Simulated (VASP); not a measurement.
Set up this calculation in VASP 6.6.1, as the native input.

| Property | Result |
| --- | --- |
| Task | relaxation of cell and atoms |
| Functional | PBE |
| Potentials or basis | VASP PAW PBE potentials, release 64 (Si, B, O) |
| Cutoff | 600 eV |
| k mesh | 10 × 10 × 8 |
| Occupations | gaussian, width 0.1 eV |
| Spin | no spin polarisation |
| Dipole correction | no |
| Further INCAR settings | ALGO = Normal; EDIFF = 1e-06; IBRION = 2; EDIFFG = -0.01; NSW = 100; ISIF = 3 |

The structure of Si2BO3 lies in POSCAR:

```
Si2BO3
1.0
    3.8711470225      0.0000000000      0.0000000000
    0.0000000000      3.8711470225      0.0000000000
    0.0000000000      0.0000000000      4.8590256497
Si B O
2 1 3
Direct
    0.5000000000      0.0000000000      0.5757669067
    0.0000000000      0.5000000000      0.5757669067
    0.5000000000      0.5000000000      0.8856577754
    0.0000000000      0.0000000000      0.4846585912
    0.5000000000      0.0000000000      0.9171657050
    0.0000000000      0.5000000000      0.9171657050
```

These files were run (other wordings do the same):

INCAR

```
SYSTEM = Si2BO3
ALGO = Normal ; EDIFF = 1E-6
EDIFFG = -0.01 ; ENCUT = 600
GGA = PE ; IBRION = 2
ISIF = 3 ; ISMEAR = 0
LASPH = .True. ; LCHARG = .False.
LREAL = .False. ; LWAVE = .False.
NELM = 100 ; NSW = 100
PREC = Accurate ; SIGMA = 0.1
```

KPOINTS

```
k-points
0
Gamma
  10 10 8
  0 0 0
```

Potentials or basis: VASP PAW PBE potentials, release 64 (Si, B, O).

Run with:

```bash
$ cat potpaw_PBE.64/Si/POTCAR potpaw_PBE.64/B/POTCAR potpaw_PBE.64/O/POTCAR > POTCAR
$ mpirun -np 1 vasp_std > vasp.out
```

Results of the run:

* Relaxed volume: 11.56 Å³/atom
* Relaxed cell: a = 3.870 Å, b = 3.870 Å, c = 4.630 Å, α = 90.00°, β = 90.00°, γ = 90.00°
* Space group after relaxing (to 0.05 Å): P4mm (No. 99)
* Energy gained by relaxing: 1.7 meV/atom
* Ionic steps: 26
* Pressure after relaxing: 0.1 GPa
* Largest force after relaxing: 0.007 eV/Å

Caveat: an odd number of electrons without spin polarisation forces a metal; a magnetic or distorted state may lie lower.

It took 23 min on 1 thread of Intel(R) Xeon(R) Platinum 8259CL CPU @ 2.50GHz (Skylake/Cascade Lake) (shared host), peak memory 0.3 GiB.
